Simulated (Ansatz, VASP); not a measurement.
**KAg6As: VASP beside Ansatz**

```xyz
8
Lattice="4.1158 2.3763 2.7002 -4.1158 2.3763 2.7002 0.0000 -4.7526 2.7002" Properties=species:S:1:pos:R:3 pbc="T T T"
Ag    0.0000   -3.1414    3.9315
Ag    2.7206    1.5707    3.9315
Ag   -2.7206    1.5707    3.9315
Ag   -2.7206   -1.5707    4.1691
Ag    0.0000    3.1414    4.1691
Ag    2.7206   -1.5707    4.1691
As    0.0000    0.0000    0.0000
K     0.0000    0.0000    4.0503
```

Alike in both runs: task single point; functional r2SCAN; k mesh 5 × 5 × 5; no spin polarisation.

|  | VASP | Ansatz |
| --- | --- | --- |
| version | VASP 6.6.1 | Ansatz 0.2.0 |
| potentials or method | VASP PAW PBE potentials, release 64 (Ag, As, K_sv), cutoff 520 eV | PAW plane waves |
| occupations | methfessel-paxton of order 1, width 0.0103 eV | cold, width 0.0103 eV |
| valence electrons in the cell | 80 | 138 |

```csv
,VASP,Ansatz,Ansatz less VASP
rms of the force components (eV/Å),5.163,5.105,-0.0582
```

VASP's potentials were made for PBE, not for r2SCAN. Atom by atom the forces differ by 0.058 eV/Å (rms over components). VASP's potentials hold 80 valence electrons a cell and Ansatz's 138, so a difference there can come from the potentials and not from the codes.
